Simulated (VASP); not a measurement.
Here is a VASP 6.6.1 calculation.

File INCAR:

```
SYSTEM = Bi2Te3
PREC = Accurate
ENCUT = 520
EDIFF = 1E-7
ISMEAR = -1
SIGMA = 0.02
LREAL = .False.
LASPH = .True.
NELM = 80
ALGO = Normal
ISIF = 2
LWAVE = .False.
LCHARG = .False.
GGA = PE
NBANDS = 32
```

File KPOINTS:

```
Automatic mesh
0
Gamma
  8 8 8
  0 0 0
```

POSCAR

```
Bi2Te3
1.0
    2.1957255919      1.2677027616     10.4012764604
   -2.1957255919      1.2677027616     10.4012764604
    0.0000000000     -2.5354055231     10.4012764604
Bi Te
2 3
Direct
    0.3985326064      0.3985326064      0.3985326064
    0.6014673936      0.6014673936      0.6014673936
    0.2131997963      0.2131997963      0.2131997963
    0.7868002037      0.7868002037      0.7868002037
    0.0000000000      0.0000000000      0.0000000000
```

Potentials or basis: VASP PAW PBE potentials, release 64 (Bi_d, Te).

Run with:

```bash
$ cat potpaw_PBE.64/Bi_d/POTCAR potpaw_PBE.64/Te/POTCAR > POTCAR
$ mpirun -np 1 vasp_std > vasp.out
```

What does it give for the pressure?

1.7 GPa.

What does it give for the band gap on the k mesh?

0.40 eV.

What does it give for the largest force?

0.181 eV/Å.

Forces on the atoms (eV/Å):
```
Bi   0.000  0.000 -0.067
Bi   0.000  0.000  0.067
Te   0.000  0.000 -0.181
Te   0.000  0.000  0.181
Te   0.000  0.000  0.000
```

Caveat: the cell differs from its parent crystal (uniaxial z strain -0.5%); spin-orbit coupling is left out, which moves the levels of the heavy elements. A k mesh can miss the band edges.
